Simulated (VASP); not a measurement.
Input of a VASP 6.6.1 run:

The input INCAR:

```
PREC = Accurate
ENCUT = 520
EDIFF = 1E-6
ISMEAR = -1
SIGMA = 0.05
LREAL = Auto
LASPH = True
NELM = 100
ALGO = Normal
ISIF = 2
LWAVE = False
LCHARG = False
GGA = PE
IVDW = 12
NBANDS = 71
```

KPOINTS

```
regular mesh
0
Gamma
  1 1 1
```

Contents of POSCAR:

```
H24CO11
1.0
    6.9125170000      0.0000000000      0.0000000000
    0.0000000000      6.9125170000      0.0000000000
    0.0000000000      0.0000000000      6.9125170000
O H C
11 24 1
Direct
    0.4624943418      0.4538578350      0.3262921451
    0.8018063464      0.3494240954      0.7294882602
    0.6409532157      0.6563455829      0.7453724888
    0.9798601580      0.5199842546      0.3286357198
    0.2142924205      0.6538862762      0.5635573844
    0.7717449375      1.1358670076      0.0570703841
    0.1242383925      0.0914572796      0.4053660917
    0.2745020374      0.8028045356      0.1691858407
    0.8785945843      0.7615026480      1.0522361102
    0.6755860420     -0.0135406539      0.4860747540
    0.2489252468      0.3882666762      0.8113542433
    0.5741324036      0.5489028092      0.3320932158
    0.5443603249      0.3503065526      0.3823209404
    0.8121209684      0.1925926547      0.7265660251
    0.9468331145      0.3710949282      0.7276654799
    0.6616403258      0.5235140832      0.6749495155
    0.5102048935      0.6434269890      0.8084754077
    0.8629996859      0.5749714612      0.2737353123
    1.0777984343      0.6293366078      0.2938437620
    0.3206502060      0.6674124635      0.4616842172
    0.1089617573      0.7213002152      0.5203893169
    0.8644897365      1.2288143378      0.1297790660
    0.8467827276      1.0073609946      0.0542494145
    0.0702927747      0.2361947175      0.3812793516
    0.0620179307      0.0373380637      0.5206063146
    0.2906611297      0.9234118339      0.2659089301
    0.2895327418      0.8391010105      0.0489402051
    0.8217122649      0.6988192579      0.9311658836
    1.0062326067      0.7140958930      1.0388545880
    0.6647216925     -0.1451714332      0.5684181319
    0.6639549675     -0.0225966895      0.3386031456
    0.5470655624      0.3094965264      0.8872889571
    0.2675147128      0.4588053816      0.6813003136
    0.3659303840      0.1945167006      0.9991729496
    0.4139591989      0.1542998014      0.7411338012
    0.3977711737      0.2507046276      0.8520340709
```

Potentials or basis: VASP PAW PBE potentials, release 64 (O, H, C).

Launch:

```bash
$ cat potpaw_PBE.64/O/POTCAR potpaw_PBE.64/H/POTCAR potpaw_PBE.64/C/POTCAR > POTCAR
$ mpirun -np 1 vasp_gam > vasp.out
```

Task: What does it give for the pressure?

Result: -2.0 GPa.

Task: Predict the dispersion energy per atom.

Result: -0.038 eV.

Forces in eV/Å, atoms in the order of the input:
```
O    2.807  0.585  0.682
O    2.553 -4.161 -0.633
O   -1.338 -0.472 -0.698
O    1.035  1.073 -0.433
O    4.761 -0.385  0.436
O    2.218  0.004  1.613
O   -0.689  2.701 -0.488
O   -0.280 -0.273  8.725
O   -1.676 -0.362 -1.735
O   -0.195 -1.720  0.120
O    0.085  0.805 -1.140
H   -1.554 -0.277 -0.608
H   -0.932 -0.520 -0.126
H   -0.982  3.471  0.058
H   -0.815  0.362  0.116
H    0.217  1.355  1.413
H    1.118  0.105 -0.640
H   -0.142  0.012 -0.450
H   -1.221 -2.129  0.097
H   -1.420 -0.412  1.174
H   -2.779  1.503 -0.927
H   -1.461 -1.463 -1.291
H   -0.803  1.056  0.150
H    1.031 -2.927  0.813
H   -0.121  0.644 -0.379
H   -0.843 -1.835 -2.257
H    1.006  2.401 -6.403
H   -0.562  0.710  0.830
H    1.770 -0.234  0.330
H   -0.108  1.966 -1.901
H    0.342 -0.423  2.023
H   -1.010  0.271 -0.657
H   -0.355 -0.794  1.516
H   -0.334 -0.534 -0.603
H    0.141 -2.348 -1.954
C    0.539  2.246  3.229
```

Caveat: the k points lie up to 0.91 Å⁻¹ apart; the atoms stand as in a frame of molecular dynamics.
